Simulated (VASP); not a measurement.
# LiGa4Sb (Cmmm) in VASP: notebook

LiGa4Sb is run at these levels: PBE; tasks: single point.

Program: VASP 6.6.1. These are calculated values, not measurements. Logs are shortened: lines on timing, memory, paths and dates and some standing lists are left out, and cuts for length are marked.

**1. The cell of the first run**

The structure is orthorhombic, space group Cmmm (No. 65). Conventional cell: a = 4.676 Å, b = 7.459 Å, c = 6.730 Å, α = 90.00°, β = 90.00°, γ = 90.00°. Li (site symmetry mmm) has 8 Ga at 2.84 to 3.58 Å within 3.7 Å. Ga (site symmetry mm2) has 1 Sb at 1.75 Å within 2.3 Å. Within 3.3 Å of Ga (site symmetry m2m) lie 9 Ga at 2.46 to 3.17 Å and 3 Sb at 2.50 to 2.64 Å. Within 2.3 Å of Sb (site symmetry mmm) lie 2 Ga at 1.75 Å.

**2. Single point, PBE**

The input, INCAR:

```
PREC     = Accurate       # precision mode
ENCUT    = 520            # plane-wave cutoff, eV
EDIFF    = 1E-6           # SCF threshold, eV
ISMEAR   = 0              # smearing method
SIGMA    = 0.1            # smearing width, eV
LREAL    = False          # projectors in reciprocal space
LASPH    = True           # aspherical terms in the spheres
NELM     = 60             # most SCF steps
ALGO     = Normal         # electronic algorithm
ISIF     = 2              # what is computed and relaxed
LWAVE    = False          # write WAVECAR
LCHARG   = True           # write CHGCAR
GGA      = PE             # functional
LELF     = True           # ELF
LVHAR    = True         
NBANDS   = 39             # bands
```

The input, KPOINTS:

```
Automatic mesh
0
Gamma
  4 4 4
```

The input, POSCAR:

```
LiGa4Sb
1.0
    2.3380592800     -3.7295470500      0.0000000000
    2.3380592800      3.7295470500      0.0000000000
    0.0000000000      0.0000000000      6.7298782000
Li Ga Sb
1 4 1
Direct
    0.0000000000      0.0000000000      0.0000000000
    0.5000000000      0.5000000000      0.2399561100
    0.5000000000      0.5000000000      0.7600438900
    0.1651134300      0.8348865700      0.5000000000
    0.8348865700      0.1651134300      0.5000000000
    0.5000000000      0.5000000000      0.5000000000
```

Potentials or basis: VASP PAW PBE potentials, release 64 (Li_sv, Ga_d, Sb).

The run is started by

```sh
$ cat potpaw_PBE.64/Li_sv/POTCAR potpaw_PBE.64/Ga_d/POTCAR potpaw_PBE.64/Sb/POTCAR > POTCAR
$ mpirun -np 1 vasp_std > vasp.out
```

OUTCAR:

```text
PREC = Accurate
   ENCUT = 520
   EDIFF = 1E-6
   ISMEAR = 0
   LREAL = False
   LASPH = True
   NELM = 60
   ISIF = 2
   GGA = PE

 ion  position               nearest neighbor table
   1  0.000  0.000  0.000-
   2  0.500  0.500  0.240-   6 1.75
   3  0.500  0.500  0.760-   6 1.75
   4  0.165  0.835  0.500-   5 2.46   6 2.50   6 2.64   6 2.64   5 2.66   5 2.66
   5  0.835  0.165  0.500-   4 2.46   6 2.50   6 2.64   6 2.64   4 2.66   4 2.66
   6  0.500  0.500  0.500-   2 1.75   3 1.75   4 2.50   5 2.50   4 2.64   5 2.64   4 2.64   5 2.64

  LATTYP: Found a base centered orthorhombic cell.
 ALAT       =     4.6761185600
 B/A-ratio  =     1.5951464883
 C/A-ratio  =     1.4392017896

  Lattice vectors:

 A1 = (   2.3380592800,  -3.7295470500,   0.0000000000)
 A2 = (   2.3380592800,   3.7295470500,   0.0000000000)
 A3 = (   0.0000000000,   0.0000000000,   6.7298782000)

Analysis of symmetry for initial positions (statically):
=====================================================================
 Subroutine PRICEL returns:
 Original cell was already a primitive cell.

 Routine SETGRP: Setting up the symmetry group for a
 base centered orthorhombic supercell.

 Subroutine GETGRP returns: Found  8 space group operations
 (whereof  8 operations were pure point group operations)
 out of a pool of  8 trial point group operations.

The static configuration has the point symmetry D_2h.

Analysis of symmetry for dynamics (positions and initial velocities):
=====================================================================
 Subroutine PRICEL returns:
 Original cell was already a primitive cell.

 Routine SETGRP: Setting up the symmetry group for a
 base centered orthorhombic supercell.

 Subroutine GETGRP returns: Found  8 space group operations
 (whereof  8 operations were pure point group operations)
 out of a pool of  8 trial point group operations.

The dynamic configuration has the point symmetry D_2h.

 Subroutine INISYM returns: Found  8 space group operations
 (whereof  8 operations are pure point group operations),
 and found     1 'primitive' translations

----------------------------------------------------------------------------------------

                                     Primitive cell

  volume of cell :     117.3678

  direct lattice vectors                    reciprocal lattice vectors
     2.338059280 -3.729547050  0.000000000     0.213852576 -0.134064537  0.000000000
     2.338059280  3.729547050  0.000000000     0.213852576  0.134064537  0.000000000
     0.000000000  0.000000000  6.729878200     0.000000000  0.000000000  0.148591099

  length of vectors
     4.401822622  4.401822622  6.729878200     0.252400920  0.252400920  0.148591099

  position of ions in fractional coordinates (direct lattice)
     0.000000000  0.000000000  0.000000000
     0.500000000  0.500000000  0.239956110
     0.500000000  0.500000000  0.760043890
     0.165113430  0.834886570  0.500000000
     0.834886570  0.165113430  0.500000000
     0.500000000  0.500000000  0.500000000

  ion indices of the primitive-cell ions
   primitive index   ion index
                 1           1
                 2           2
                 3           3
                 4           4
                 5           5
                 6           6

----------------------------------------------------------------------------------------

 KPOINTS: Automatic mesh

Automatic generation of k-mesh.
 Grid dimensions read from file:
 generate k-points for:    4    4    4

 Generating k-lattice:

  Cartesian coordinates                     Fractional coordinates (reciprocal lattice)
     0.053463144 -0.033516134  0.000000000     0.250000000  0.000000000  0.000000000
     0.053463144  0.033516134  0.000000000     0.000000000  0.250000000  0.000000000
     0.000000000  0.000000000  0.037147775     0.000000000  0.000000000  0.250000000

  Length of vectors
     0.063100230  0.063100230  0.037147775

  Shift w.r.t. Gamma in fractional coordinates (k-lattice)
     0.000000000  0.000000000  0.000000000

 Subroutine IBZKPT returns following result:
 ===========================================

 Found     21 irreducible k-points:

 Following reciprocal coordinates:
            Coordinates               Weight
  0.000000  0.000000  0.000000      1.000000
  0.250000  0.000000  0.000000      4.000000
  0.500000  0.000000  0.000000      2.000000
  0.250000  0.250000  0.000000      2.000000
  0.500000  0.250000  0.000000      4.000000
 -0.250000  0.250000  0.000000      2.000000
[... 13 lines left out ...]
 -0.250000  0.250000  0.500000      2.000000
  0.500000  0.500000  0.500000      1.000000
   k-points           NKPTS =     21   k-points in BZ     NKDIM =     21   number of bands    NBANDS=     39
   number of dos      NEDOS =    301   number of ions     NIONS =      6
   total plane-waves  NPLWV =  64800
   dimension x,y,z NGX =    36 NGY =   36 NGZ =   50
   dimension x,y,z NGXF=    72 NGYF=   72 NGZF=  100
   ions per type =               1   4   1
   NGX,Y,Z   is equivalent  to a cutoff of  13.60, 13.60, 12.35 a.u.
   NGXF,Y,Z  is equivalent  to a cutoff of  27.19, 27.19, 24.70 a.u.
 SYSTEM =  unknown system
   PREC   = accura    normal or accurate (medium, high low for compatibility)
   ISTART =      0    job   : 0-new  1-cont  2-samecut
   ICHARG =      2    charge: 1-file 2-atom 10-const
   ISPIN  =      1    spin polarized calculation?
   LNONCOLLINEAR =      F non collinear calculations
   LSORBIT =      F    spin-orbit coupling
   LASPH  =      T    aspherical Exc in radial PAW
   ENCUT  =  520.0 eV  38.22 Ry    6.18 a.u.   8.18  8.18 12.51*2*pi/ulx,y,z
   NELM   =     60;   NELMIN=  2; NELMDL= -5     # of ELM steps
   EDIFF  = 0.1E-05   stopping-criterion for ELM
   LREAL  =      F    real-space projection
[... 7 lines left out ...]
   TEBEG  =    0.0;   TEEND  =   0.0 temperature during run
   PSTRESS=    0.0 pullay stress
   NELECT =      60.0000    total number of electrons
   NUPDOWN=      -1.0000    fix difference up-down
   EMIN   =  10.00;   EMAX   =-10.00  energy-range for DOS
   EFERMI =   0.00;   METHOD = LEGACY
   ISMEAR =     0;   SIGMA  =   0.10  broadening in eV -4-tet -1-fermi 0-gaus
   EFERMI_NEDOS =   21; number of points for ismear=-14 and -15
   IALGO  =     38    algorithm
   IMIX   =      4    mixing-type and parameters
     AMIX     =   0.40;   BMIX     =  1.00
     AMIX_MAG =   1.60;   BMIX_MAG =  1.00
  volume/ion in A,a.u.               =      19.56       132.01
  Fermi-wavevector in a.u.,A,eV,Ry     =   1.309008  2.473666 23.313610  1.713502
  Thomas-Fermi vector in A             =   2.439636
   LORBIT       =      0    0 simple, 1 ext, 2 COOP (PROOUT), +10 PAW based schemes
   GGA     = PE    functional components
   LHFCALC =     F    Hartree Fock is set to
   AEXX    =    0.0000 exact exchange contribution
   IVDW    =     0    specifies the selected vdW correction
   LEPSILON=     F    determine dielectric tensor
   LRPA    =     F    only Hartree local field effects (RPA)
 non-spin polarized calculation
 Gauss-broadening in eV      SIGMA  =   0.10
  energy-cutoff  :      520.00
  volume of cell :      117.37
 maximum number of plane-waves:      3202
 NGX is ok and might be reduce to    36
   NGX = 17   NGY = 17   NGZ = 25

 number of electron      60.0000012 magnetization

 Free energy of the ion-electron system (eV)
  ---------------------------------------------------
  ext. energy  EPLUGINS =         0.00000000
  ---------------------------------------------------
  free energy    TOTEN  =         4.81713267 eV

  energy without entropy =        4.82975295  energy(sigma->0) =        4.82344281

 E-fermi :   5.9578     XC(G=0):  -9.9074

 val. band max:        5.9012488362   @ k =   0.2500   0.2500   0.0000
 cond. band min:       5.9608674839   @ k =  -0.2500   0.2500   0.2500
 fundamental gap:      0.0596186477
 Fermi energy:         5.9577891428

 k-point     1 :       0.0000    0.0000    0.0000
  band No.  band energies     occupation
      1     -41.0788      2.00000
      2     -12.1326      2.00000
      3     -11.9229      2.00000
      4     -11.4989      2.00000
      5     -11.4711      2.00000
      6     -11.1775      2.00000
[... 31 lines left out ...]
     38      10.6861      0.00000
     39      11.3046      0.00000

 k-point     2 :       0.2500    0.0000    0.0000
  band No.  band energies     occupation
      1     -41.0788      2.00000
      2     -12.0777      2.00000
      3     -11.9227      2.00000
      4     -11.5009      2.00000
      5     -11.4736      2.00000
      6     -11.1785      2.00000
[... 31 lines left out ...]
     38      10.6501      0.00000
     39      11.3221      0.00000

 k-point     3 :       0.5000    0.0000    0.0000
  band No.  band energies     occupation
      1     -41.0787      2.00000
      2     -12.0287      2.00000
      3     -11.9225      2.00000
      4     -11.5040      2.00000
      5     -11.4741      2.00000
      6     -11.1795      2.00000
[... 31 lines left out ...]
     38      11.4408      0.00000
     39      11.7376      0.00000

 k-point     4 :       0.2500    0.2500    0.0000
  band No.  band energies     occupation
      1     -41.0787      2.00000
      2     -12.0341      2.00000
      3     -11.9225      2.00000
      4     -11.4995      2.00000
      5     -11.4767      2.00000
      6     -11.1794      2.00000
[... 31 lines left out ...]
     38      11.8413      0.00000
     39      12.2137      0.00000
[... 628 lines left out ...]
     38      11.1685      0.00000
     39      11.7407      0.00000

 k-point    20 :      -0.2500    0.2500    0.5000
  band No.  band energies     occupation
      1     -41.0787      2.00000
      2     -12.0276      2.00000
      3     -11.9699      2.00000
      4     -11.4926      2.00000
      5     -11.4526      2.00000
      6     -11.1949      2.00000
[... 31 lines left out ...]
     38      10.8568      0.00000
     39      11.9639      0.00000

 k-point    21 :       0.5000    0.5000    0.5000
  band No.  band energies     occupation
      1     -41.0787      2.00000
      2     -11.9780      2.00000
      3     -11.9697      2.00000
      4     -11.4973      2.00000
      5     -11.4505      2.00000
      6     -11.1963      2.00000
[... 31 lines left out ...]
     38      11.5337      0.00000
     39      11.6059      0.00000

------------------------ aborting loop because EDIFF is reached ----------------------------------------

  FORCE on cell =-STRESS in cart. coord.  units (eV):
  Direction    XX          YY          ZZ          XY          YZ          ZX
  --------------------------------------------------------------------------------------
  -------------------------------------------------------------------------------------
  Total       21.6127987     24.9140721    114.5507017      0.0000000      0.0000000      0.0000000
  in kB      295.0344857    340.0998898   1563.7219332      0.0000000      0.0000000      0.0000000
  external PRESSURE =     732.9521029 kB  Pullay stress =       0.0000000 kB

 VOLUME and BASIS-vectors are now :
 -----------------------------------------------------------------------------
  energy-cutoff  :      520.00
  volume of cell :      117.37
      direct lattice vectors                 reciprocal lattice vectors
     2.338059280 -3.729547050  0.000000000     0.213852576 -0.134064537  0.000000000
     2.338059280  3.729547050  0.000000000     0.213852576  0.134064537  0.000000000
     0.000000000  0.000000000  6.729878200     0.000000000  0.000000000  0.148591099

 POSITION                                       TOTAL-FORCE (eV/Angst)
 -----------------------------------------------------------------------------------
      0.00000      0.00000      0.00000         0.000000     -0.000000     -0.000000
      2.33806      0.00000      1.61488        -0.000000     -0.000000    -33.724259
      2.33806      0.00000      5.11500        -0.000000     -0.000000     33.724259
      2.33806      2.49795      3.36494         0.000000      0.836159     -0.000000
      2.33806     -2.49795      3.36494         0.000000     -0.836159     -0.000000
      2.33806      0.00000      3.36494         0.000000      0.000000     -0.000000
 -----------------------------------------------------------------------------------
    total drift:                                0.000000      0.000000      0.000000

  FREE ENERGIE OF THE ION-ELECTRON SYSTEM (eV)
  ---------------------------------------------------
  free  energy   TOTEN  =         4.8171326722 eV

  energy  without entropy=        4.8297529539  energy(sigma->0) =        4.82344281
```

It took 49 s on 1 thread of Intel Xeon 6975P-C (Granite Rapids), shared host; peak memory 0.28 GiB.

What came out:

* Free energy: 4.8171 eV
* Largest force: 33.724 eV/Å
* Band gap on the k mesh: zero (band 30 reaches 6.72 eV, above the bottom of band 31 at 5.02 eV)

Forces in eV/Å, atoms in the order of the input:
```
Li    0.000   0.000   0.000
Ga    0.000   0.000 -33.724
Ga    0.000   0.000  33.724
Ga    0.000   0.836   0.000
Ga    0.000  -0.836   0.000
Sb    0.000   0.000   0.000
```

Levels at points of the mesh, in eV from the Fermi level:
```csv
k point,band 27,band 28,band 29,band 30,band 31,band 32,band 33,band 34
"(0.00, 0.00, 0.00)",-4.59,-1.92,-1.45,-0.97,0.41,1.19,1.46,1.61
"(0.50, 0.00, 0.00)",-4.12,-3.26,-0.70,0.76,1.54,2.06,2.14,2.95
"(0.50, 0.50, 0.00)",-4.16,-2.85,-0.65,0.23,0.38,1.01,2.18,3.36
"(0.00, 0.00, 0.50)",-2.97,-2.54,-1.91,-1.37,-0.94,0.17,0.63,1.08
"(0.50, 0.00, 0.50)",-3.65,-2.40,-1.55,0.23,0.83,1.13,2.47,2.75
"(0.50, 0.50, 0.50)",-3.43,-2.03,-1.64,-0.80,0.49,1.67,2.49,3.05
```

Caveat: the k points lie up to 0.40 Å⁻¹ apart; the cutoff is under 1.25 times the usual one of these potentials, so pressure, stress and relaxed cells hold a basis-set (Pulay) error; spin-orbit coupling is left out, which moves the levels of the heavy elements; forces of over 1 eV/Å act on the atoms, so gaps and moduli don't describe the material at rest.

[end of part 1 of 2]
